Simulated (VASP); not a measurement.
# ScAl3 (Pm-3m) in VASP: notebook

The runs below take ScAl3 through single point, relaxation of cell and atoms, with r2SCAN.

Everything below comes from runs of VASP 6.6.1. Logs are shortened: lines on timing, memory, paths and dates and some standing lists are left out, and cuts for length are marked.

## 1. The cell of the first run

Symmetry: Pm-3m, No. 221, cubic system. Conventional cell: a = 3.920 Å, b = 3.920 Å, c = 3.920 Å, α = 90.00°, β = 90.00°, γ = 90.00°. Sc (site symmetry m-3m) has 12 Al at 2.77 Å within 3.7 Å. Within 3.7 Å of Al (site symmetry 4/mmm) lie 4 Sc at 2.77 Å and 8 Al at 2.77 Å.

## 2. Single point, r2SCAN

POSCAR reads:

```
ScAl3
1.0
    3.9199154072      0.0000000000      0.0000000000
    0.0000000000      3.9199154072      0.0000000000
    0.0000000000      0.0000000000      3.9199154072
Sc Al
1 3
Direct
    0.0000000000      0.0000000000      0.0000000000
    0.5000000000      0.0000000000      0.5000000000
    0.0000000000      0.5000000000      0.5000000000
    0.5000000000      0.5000000000      0.0000000000
```

INCAR.step1 reads:

```
PREC = Accurate
ENCUT = 520
ISMEAR = 0
SIGMA = 0.1
LREAL = False
LASPH = True
NELM = 100
NBANDS = 18
GGA = PE
ALGO = Normal
EDIFF = 1E-4
LWAVE = True
LCHARG = False
```

INCAR.step2 reads:

```
PREC = Accurate
ENCUT = 520
EDIFF = 1E-6
ISMEAR = 0
SIGMA = 0.1
LREAL = False
LASPH = True
NELM = 100
ALGO = Normal
ISIF = 2
LWAVE = False
LCHARG = False
METAGGA = R2SCAN
LMIXTAU = True
NBANDS = 18
ISTART = 1
```

KPOINTS reads:

```
regular mesh
0
Gamma
  12 12 12
```

Potentials or basis: VASP PAW PBE potentials, release 64 (Sc_sv, Al).

Started as:

```bash
$ cat potpaw_PBE.64/Sc_sv/POTCAR potpaw_PBE.64/Al/POTCAR > POTCAR
$ cp INCAR.step1 INCAR
$ mpirun -np 1 vasp_std > vasp.out
$ cp INCAR.step2 INCAR
$ mpirun -np 1 vasp_std > vasp.out
```

OUTCAR:

```text
PREC = Accurate
   ENCUT = 520
   EDIFF = 1E-6
   ISMEAR = 0
   LREAL = False
   LASPH = True
   NELM = 100
   ISIF = 2
   METAGGA = R2SCAN
   ISTART = 1

 ion  position               nearest neighbor table
   1  0.000  0.000  0.000-   2 2.77   3 2.77   4 2.77   2 2.77   3 2.77   3 2.77   4 2.77   3 2.77
                             2 2.77   4 2.77   2 2.77   4 2.77
   2  0.500  0.000  0.500-   1 2.77   3 2.77   4 2.77   1 2.77   4 2.77   3 2.77   4 2.77   4 2.77
                             1 2.77   3 2.77   1 2.77   3 2.77
   3  0.000  0.500  0.500-   1 2.77   2 2.77   4 2.77   1 2.77   4 2.77   1 2.77   2 2.77   1 2.77
                             2 2.77   4 2.77   4 2.77   2 2.77
   4  0.500  0.500  0.000-   1 2.77   2 2.77   3 2.77   2 2.77   3 2.77   1 2.77   2 2.77   2 2.77
                             1 2.77   3 2.77   3 2.77   1 2.77

  LATTYP: Found a simple cubic cell.
 ALAT       =     3.9199154072

  Lattice vectors:

 A1 = (   3.9199154072,   0.0000000000,   0.0000000000)
 A2 = (   0.0000000000,   3.9199154072,   0.0000000000)
 A3 = (   0.0000000000,   0.0000000000,   3.9199154072)

Analysis of symmetry for initial positions (statically):
=====================================================================
 Subroutine PRICEL returns:
 Original cell was already a primitive cell.

 Routine SETGRP: Setting up the symmetry group for a
 simple cubic supercell.

 Subroutine GETGRP returns: Found 48 space group operations
 (whereof 48 operations were pure point group operations)
 out of a pool of 48 trial point group operations.

The static configuration has the point symmetry O_h .

Analysis of symmetry for dynamics (positions and initial velocities):
=====================================================================
 Subroutine PRICEL returns:
 Original cell was already a primitive cell.

 Routine SETGRP: Setting up the symmetry group for a
 simple cubic supercell.

 Subroutine GETGRP returns: Found 48 space group operations
 (whereof 48 operations were pure point group operations)
 out of a pool of 48 trial point group operations.

The dynamic configuration has the point symmetry O_h .

 Subroutine INISYM returns: Found 48 space group operations
 (whereof 48 operations are pure point group operations),
 and found     1 'primitive' translations

----------------------------------------------------------------------------------------

                                     Primitive cell

  volume of cell :      60.2324

  direct lattice vectors                    reciprocal lattice vectors
[... 95 lines left out ...]
   IBRION =     -1    ionic relax: 0-MD 1-quasi-New 2-CG
   NFREE  =      0    steps in history (QN), initial steepest desc. (CG)
   ISIF   =      2    stress and relaxation
   ISYM   =      2    0-nonsym 1-usesym 2-fastsym
   POTIM  = 0.5000    time-step for ionic-motion
   TEBEG  =    0.0;   TEEND  =   0.0 temperature during run
   PSTRESS=    0.0 pullay stress
   NELECT =      20.0000    total number of electrons
   NUPDOWN=      -1.0000    fix difference up-down
   EMIN   =  10.00;   EMAX   =-10.00  energy-range for DOS
   EFERMI =   0.00;   METHOD = LEGACY
   ISMEAR =     0;   SIGMA  =   0.10  broadening in eV -4-tet -1-fermi 0-gaus
   EFERMI_NEDOS =   21; number of points for ismear=-14 and -15
   IALGO  =     38    algorithm
   IMIX   =      4    mixing-type and parameters
     AMIX     =   0.40;   BMIX     =  1.00
     AMIX_MAG =   1.60;   BMIX_MAG =  1.00
  volume/ion in A,a.u.               =      15.06       101.62
  Fermi-wavevector in a.u.,A,eV,Ry     =   1.133639  2.142267 17.485357  1.285138
  Thomas-Fermi vector in A             =   2.270342
   LORBIT       =      0    0 simple, 1 ext, 2 COOP (PROOUT), +10 PAW based schemes
   METAGGA = R2SCAN    functional components
   LHFCALC =     F    Hartree Fock is set to
   AEXX    =    0.0000 exact exchange contribution
   IVDW    =     0    specifies the selected vdW correction
   LEPSILON=     F    determine dielectric tensor
   LRPA    =     F    only Hartree local field effects (RPA)
 non-spin polarized calculation
 Gauss-broadening in eV      SIGMA  =   0.10
  energy-cutoff  :      520.00
  volume of cell :       60.23
 maximum number of plane-waves:      1647
 NGX is ok and might be reduce to    30
   NGX = 15   NGY = 15   NGZ = 15

 number of electron      19.9999997 magnetization

 Free energy of the ion-electron system (eV)
  ---------------------------------------------------
  ext. energy  EPLUGINS =         0.00000000
  ---------------------------------------------------
  free energy    TOTEN  =       -33.17381580 eV

  energy without entropy =      -33.16807151  energy(sigma->0) =      -33.17094365

 E-fermi :   8.4806     XC(G=0): -11.6542

 val. band max:        8.4766783951   @ k =   0.3333   0.2500   0.0000
 cond. band min:       8.5083850384   @ k =   0.5000   0.2500   0.2500
 fundamental gap:      0.0317066433
 Fermi energy:         8.4806431114

 k-point     1 :       0.0000    0.0000    0.0000
  band No.  band energies     occupation
      1     -42.1266      2.00000
      2     -19.9222      2.00000
      3     -19.9222      2.00000
      4     -19.9222      2.00000
      5      -2.8423      2.00000
      6       5.5833      2.00000
[... 481 lines left out ...]
      5      -0.1307      2.00000
      6       1.8458      2.00000
[... 10 lines left out ...]
     17      13.8818      0.00000
     18      15.6360      0.00000

 [... further k-points ...]

------------------------ aborting loop because EDIFF is reached ----------------------------------------

  FORCE on cell =-STRESS in cart. coord.  units (eV):
  Direction    XX          YY          ZZ          XY          YZ          ZX
  --------------------------------------------------------------------------------------
  -------------------------------------------------------------------------------------
  Total        5.6470359      5.6470359      5.6470359      0.0000000      0.0000000     -0.0000000
  in kB      150.2107621    150.2107621    150.2107621      0.0000000      0.0000000     -0.0000000
  external PRESSURE =     150.2107621 kB  Pullay stress =       0.0000000 kB

 VOLUME and BASIS-vectors are now :
 -----------------------------------------------------------------------------
  energy-cutoff  :      520.00
  volume of cell :       60.23
      direct lattice vectors                 reciprocal lattice vectors
     3.919915407  0.000000000  0.000000000     0.255107546  0.000000000  0.000000000
     0.000000000  3.919915407  0.000000000     0.000000000  0.255107546  0.000000000
     0.000000000  0.000000000  3.919915407     0.000000000  0.000000000  0.255107546

 POSITION                                       TOTAL-FORCE (eV/Angst)
 -----------------------------------------------------------------------------------
      0.00000      0.00000      0.00000         0.000000      0.000000      0.000000
      1.95996      0.00000      1.95996         0.000000      0.000000      0.000000
      0.00000      1.95996      1.95996         0.000000      0.000000      0.000000
      1.95996      1.95996      0.00000         0.000000      0.000000      0.000000
 -----------------------------------------------------------------------------------
    total drift:                               -0.000000     -0.000000      0.000000

  FREE ENERGIE OF THE ION-ELECTRON SYSTEM (eV)
  ---------------------------------------------------
  free  energy   TOTEN  =       -33.1738157960 eV

  energy  without entropy=      -33.1680715058  energy(sigma->0) =      -33.17094365
```

OUTCAR.step1:

```text
PREC = Accurate
   ENCUT = 520
   ISMEAR = 0
   LREAL = False
   LASPH = True
[... 736 lines left out ...]
      0.00000      0.00000      0.00000         0.000000      0.000000      0.000000
      1.95996      0.00000      1.95996         0.000000      0.000000      0.000000
      0.00000      1.95996      1.95996         0.000000      0.000000      0.000000
      1.95996      1.95996      0.00000         0.000000      0.000000      0.000000
 -----------------------------------------------------------------------------------
    total drift:                                0.000000     -0.000000      0.000000

  FREE ENERGIE OF THE ION-ELECTRON SYSTEM (eV)
  ---------------------------------------------------
  free  energy   TOTEN  =       -18.8991290697 eV

  energy  without entropy=      -18.8930010130  energy(sigma->0) =      -18.89606504
```

OSZICAR.step1:

```text
N       E                     dE             d eps       ncg     rms          rms(c)
DAV:   1     0.112320589349E+03    0.11232E+03   -0.84835E+03  3048   0.103E+03
DAV:   2    -0.148431404558E+02   -0.12716E+03   -0.12392E+03  3042   0.298E+02
DAV:   3    -0.196500552689E+02   -0.48069E+01   -0.46786E+01  4506   0.573E+01
DAV:   4    -0.197717183905E+02   -0.12166E+00   -0.12098E+00  4672   0.920E+00
DAV:   5    -0.197741298930E+02   -0.24115E-02   -0.24113E-02  4460   0.112E+00    0.112E+01
DAV:   6    -0.189698291860E+02    0.80430E+00   -0.29400E+00  4548   0.194E+01    0.425E+00
DAV:   7    -0.189202802754E+02    0.49549E-01   -0.83795E-02  4310   0.207E+00    0.237E+00
DAV:   8    -0.188995585685E+02    0.20722E-01   -0.30133E-02  4820   0.143E+00    0.294E-01
DAV:   9    -0.188993459469E+02    0.21262E-03   -0.49762E-03  4550   0.801E-01    0.203E-01
DAV:  10    -0.188991340093E+02    0.21194E-03   -0.66596E-04  4120   0.299E-01    0.581E-02
DAV:  11    -0.188991290697E+02    0.49396E-05   -0.36209E-05  1990   0.401E-02
   1 F= -.18899129E+02 E0= -.18896065E+02  d E =-.612806E-02
```

It took 2.9 min on 1 thread of Oxide Virtual Turin-like, shared host; peak memory 0.2 GiB.

Results:

```yaml
Free_energy: -33.1738 eV
Pressure: 15.0 GPa
Band_gap_on_the_k_mesh: zero (bands 10 and 11 overlap by 4.56 eV)
```

Caveat: the cell stands under pressure; the PAW data sets were made with another functional, which shifts forces and pressure a little.

## 3. Relaxation of cell and atoms, r2SCAN, target pressure 8 GPa, at which the enthalpy is minimised

This run uses another cell than the first one, of 15.81 Å³/atom.

POSCAR reads:

```
ScAl3
1.0
    3.9838521945      0.0000000000      0.0000000000
    0.0000000000      3.9838521945      0.0000000000
    0.0000000000      0.0000000000      3.9838521945
Sc Al
1 3
Direct
    0.0000000000      0.0000000000      0.0000000000
    0.5000000000      0.0000000000      0.5000000000
    0.0000000000      0.5000000000      0.5000000000
    0.5000000000      0.5000000000      0.0000000000
```

INCAR.step1 reads:

```
SYSTEM = ScAl3
ALGO     = Normal         ! electronic algorithm
EDIFF    = 1E-4           ! SCF threshold, eV
ENCUT    = 600            ! plane-wave cutoff, eV
GGA      = PE             ! functional
ISMEAR   = 0              ! smearing method
LASPH    = .True.         ! aspherical terms in the spheres
LCHARG   = .False.        ! write CHGCAR
LREAL    = .False.        ! projectors in reciprocal space
LWAVE    = .True.         ! write WAVECAR
NELM     = 60             ! most SCF steps
PREC     = Accurate       ! precision mode
SIGMA    = 0.1            ! smearing width, eV
```

INCAR.step2 reads:

```
SYSTEM = ScAl3
ALGO     = Normal         ! electronic algorithm
EDIFF    = 1E-7           ! SCF threshold, eV
EDIFFG   = -0.008         ! ionic threshold
ENCUT    = 600            ! plane-wave cutoff, eV
IBRION   = 2              ! ionic algorithm
ISIF     = 3              ! what is computed and relaxed
ISMEAR   = 0              ! smearing method
ISTART   = 1            
LASPH    = .True.         ! aspherical terms in the spheres
LCHARG   = .False.        ! write CHGCAR
LMIXTAU  = .True.       
LREAL    = .False.        ! projectors in reciprocal space
LWAVE    = .False.        ! write WAVECAR
METAGGA  = R2SCAN         ! meta-GGA
NELM     = 60             ! most SCF steps
NSW      = 70             ! ionic steps
PREC     = Accurate       ! precision mode
PSTRESS  = 80.0         
SIGMA    = 0.1            ! smearing width, eV
```

KPOINTS reads:

```
k-points
0
Gamma
  10 10 10
  0 0 0
```

Potentials or basis: VASP PAW PBE potentials, release 64 (Sc_sv, Al).

Started as:

```bash
$ cat potpaw_PBE.64/Sc_sv/POTCAR potpaw_PBE.64/Al/POTCAR > POTCAR
$ cp INCAR.step1 INCAR
$ mpirun -np 1 vasp_std > vasp.out
$ cp INCAR.step2 INCAR
$ mpirun -np 1 vasp_std > vasp.out
```

It took 3.7 min on 1 thread of Oxide Virtual Turin-like, shared host; peak memory 0.21 GiB.

Results (log left out):

```
Free energy                                                : -33.3981 eV
Relaxed volume                                             : 15.84 Å³/atom
Relaxed cell                                               : a = 3.987 Å, b = 3.987 Å, c = 3.987 Å, α = 90.00°, β = 90.00°, γ = 90.00°
Space group after relaxing (to 0.1 Å)                      : Pm-3m (No. 221)
Energy change on relaxing (the run minimises the enthalpy) : -1.8 meV/atom
Ionic steps                                                : 3
Pressure after relaxing                                    : 8.0 GPa
Band gap on the k mesh                                     : zero (bands 10 and 11 overlap by 4.44 eV)
```

Step by step:
```csv
step,energy change (eV),largest force (eV/Å),pressure (GPa),volume (Å³)
1,0.0000,0.0000,8.27,63.23
2,-0.0123,0.0000,7.79,63.47
3,-0.0070,0.0000,8.00,63.37
```

Final structure:
```yaml
crystal:
  lattice:
    - [3.98675, 0.00000, 0.00000]
    - [0.00000, 3.98675, 0.00000]
    - [0.00000, 0.00000, 3.98675]
  atoms:
    - { symbol: Sc, position: [0.00000, 0.00000, 0.00000] }
    - { symbol: Al, position: [0.50000, 0.00000, 0.50000] }
    - { symbol: Al, position: [0.00000, 0.50000, 0.50000] }
    - { symbol: Al, position: [0.50000, 0.50000, 0.00000] }
```

Levels at points of the mesh, in eV from the Fermi level:
| k point | band 8 | band 9 | band 10 | band 11 | band 12 | band 13 |
| --- | --- | --- | --- | --- | --- | --- |
| (0.00, 0.00, 0.00) | -2.05 | -2.05 | -2.05 | 1.26 | 1.43 | 1.43 |
| (0.50, 0.00, 0.00) | -1.99 | -1.77 | 1.09 | 1.09 | 1.32 | 1.63 |
| (0.50, 0.50, 0.00) | -4.89 | -0.64 | -0.64 | 1.20 | 1.58 | 2.48 |
| (0.50, 0.50, 0.50) | -5.14 | -3.35 | -3.35 | -3.35 | 1.24 | 3.10 |

Caveat: the cell is relaxed towards a set pressure, so the run minimises the enthalpy, not the energy; the PAW data sets were made with another functional, which shifts forces and pressure a little.

The gap in the log of VASP goes by the Fermi energy; the results here count the filled bands.